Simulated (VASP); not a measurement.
SiC (Moissanite 3C), 2 atoms in the cell. The structure is cubic, space group F-43m (No. 216). The conventional cell has a = 4.358 Å, b = 4.358 Å, c = 4.358 Å, α = 90.00°, β = 90.00°, γ = 90.00°. Si (site symmetry -43m) has 4 C at 1.89 Å within 2.5 Å. C (site symmetry -43m) has 4 Si at 1.89 Å within 2.5 Å. 

* Program: VASP 6.6.1
* Task: relaxation of cell and atoms
* Functional: PBE
* Potentials or basis: VASP PAW PBE potentials, release 64 (Si, C)
* Cutoff: 600 eV
* k mesh: 9 × 9 × 9
* Occupations: gaussian, width 0.01 eV
* Spin: no spin polarisation
* Target pressure: 6 GPa
* Dipole correction: no
* Further INCAR settings: ALGO = Normal; EDIFF = 1e-06; IBRION = 2; EDIFFG = -0.005; NSW = 80; ISIF = 3

Potentials or basis: VASP PAW PBE potentials, release 64 (Si, C).

Launch:

```sh
$ cat potpaw_PBE.64/Si/POTCAR potpaw_PBE.64/C/POTCAR > POTCAR
$ mpirun -np 1 vasp_std > vasp.out
```

Hardware: 1 thread of Intel Xeon 8259CL, with other jobs on the host.

**Question.** How long does it take, and how much memory?

**Answer.** It took 30 s on 1 thread of Intel Xeon 8259CL, on a shared host, peak memory 0.16 GiB. Counts: scf iterations 23, k points 35, ion steps 3.
